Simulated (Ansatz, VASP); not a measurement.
## Si6Ge in VASP and in Ansatz

```
CELL_PARAMETERS angstrom
2.55181 -2.48860 0.03335
2.55181 2.48860 0.03335
-0.11881 0.00000 9.06290
ATOMIC_POSITIONS crystal
Si 0.74955 0.25045 0.00000
Si 0.25045 0.74955 0.00000
Si 0.50006 0.00005 0.74003
Si 0.99995 0.49994 0.25997
Si 0.49994 0.99995 0.25997
Si 0.00005 0.50006 0.74003
Ge 0.50000 0.50000 0.50000
```

Alike in both runs: functional PBE; k mesh 10 × 10 × 4; occupations gaussian, width 0.1 eV; no spin polarisation.

Ansatz relaxed the structure, and its values are those at the end. VASP's run is a single point on that final structure, the one shown.

```csv
,VASP,Ansatz
version,VASP 6.6.1,Ansatz 0.2.0
potentials or method,"VASP PAW PBE potentials, release 64 (Si, Ge_d), cutoff 520 eV","scalar-relativistic, plane waves, PAW"
valence electrons in the cell,38,38
```

|  | VASP | Ansatz | Ansatz less VASP |
| --- | --- | --- | --- |
| gap on the k mesh at the Fermi level (eV) | none | none | - |
| pressure (GPa) | 0.0 | 0.0 | +0.02 |

A gap of «none» marks a metal or a gap that the smearing closes.
